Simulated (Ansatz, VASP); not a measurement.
Two plane-wave programs on PbSe

File INCAR:

```
PREC = Accurate
ENCUT = 520
EDIFF = 1E-7
ISMEAR = 0
SIGMA = 0.01
LREAL = F
LASPH = T
NELM = 80
ALGO = Normal
ISIF = 2
LWAVE = F
LCHARG = T
LELF = T
LVHAR = T
NBANDS = 28
```

File KPOINTS:

```
regular mesh
0
Gamma
  6 6 4
```

POSCAR

```
PbSe
1.0
    5.1741302563      0.0000000000      0.0000000000
   -2.5870651281      4.4809282444      0.0000000000
    0.0000000000      0.0000000000      6.2132838678
Pb Se
2 2
Direct
    0.3333333333      0.6666666667      0.2500000000
    0.6666666667      0.3333333333      0.7500000000
    0.6666666667      0.3333333333      0.2500000000
    0.3333333333      0.6666666667      0.7500000000
```

Input for Ansatz:

```yaml
crystal:
  lattice:
    - [5.1741302563, 0.0, 0.0]
    - [-2.5870651281, 4.4809282444, 0.0]
    - [0.0, 0.0, 6.2132838678]
  atoms:
    - { symbol: Pb, position: [0.3333333333, 0.6666666667, 0.25] }
    - { symbol: Pb, position: [0.6666666667, 0.3333333333, 0.75] }
    - { symbol: Se, position: [0.6666666667, 0.3333333333, 0.25] }
    - { symbol: Se, position: [0.3333333333, 0.6666666667, 0.75] }
kpoints:
  mp_grid: { grid: [6, 6, 4] }
  band_path:
    path:
      - [0.0, 0.0, 0.0]
      - [0.5, 0.0, 0.0]
      - [0.3333333333, 0.3333333333, 0.0]
      - [0.0, 0.0, 0.5]
      - [0.5, 0.0, 0.5]
      - [0.3333333333, 0.3333333333, 0.5]
    npoints: 1
hamiltonian:
  xc: lda
scf:
  occupations: { method: fixed }
  n_extra_bands: 5
output:
  forces: true
  stress: true
  eigenvalues: true
```

Alike in both runs: task single point; functional LDA; k mesh 6 × 6 × 4; no spin polarisation.

|  | VASP | Ansatz |
| --- | --- | --- |
| version | VASP 6.6.1 | Ansatz 0.2.0 |
| potentials or method | VASP PAW LDA potentials, release 64 (Pb_d, Se) | plane waves, PAW |
| plane-wave cutoff (eV) | 520 | 420 |
| occupations | gaussian, width 0.01 eV | fixed |
| valence electrons in the cell | 40 | 60 |

Ansatz gave:

```
gap on the k mesh at the Fermi level (eV)                     : 1.04
pressure (GPa)                                                : -2.5
traceless stress, the component that is largest in VASP (GPa) : -0.09
```

Problem. Estimate VASP's values.

Solution. gap on the k mesh at the Fermi level (eV): 1.03; pressure (GPa): -2.4; traceless stress, the component that is largest in VASP (GPa): -0.10.

LDA's correlation is that of Perdew and Zunger in VASP and of Perdew and Wang (1992) in Ansatz. VASP's potentials hold 40 valence electrons a cell and Ansatz's 60, so a difference there can come from the potentials and not from the codes.

Spin-orbit coupling is off throughout.
